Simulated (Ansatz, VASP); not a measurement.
**One calculation of CaS, two programs**

```
Ca S
1.0
     0.00000    2.84793    2.84793
     2.84793    0.00000    2.84793
     2.84793    2.84793    0.00000
Ca S
1 1
Direct
  0.00000 0.00000 0.00000
  0.50000 0.50000 0.50000
```

Alike in both runs: task single point; functional r2SCAN; k mesh 8 × 8 × 8; no spin polarisation.

|  | VASP | Ansatz |
| --- | --- | --- |
| version | VASP 6.6.1 | Ansatz 0.2.0 |
| potentials or method | VASP PAW PBE potentials, release 64 (Ca_sv, S) | plane waves, PAW |
| plane-wave cutoff (eV) | 550 | 500 |
| occupations | gaussian, width 0.01 eV | fixed |
| valence electrons in the cell | 16 | 16 |

VASP gave:

- gap on the k mesh at the Fermi level (eV): 2.80
- pressure (GPa): 0.3

Estimate Ansatz's values.

gap on the k mesh at the Fermi level (eV): 2.80; pressure (GPa): 0.0.

VASP's potentials were made for PBE, not for r2SCAN.
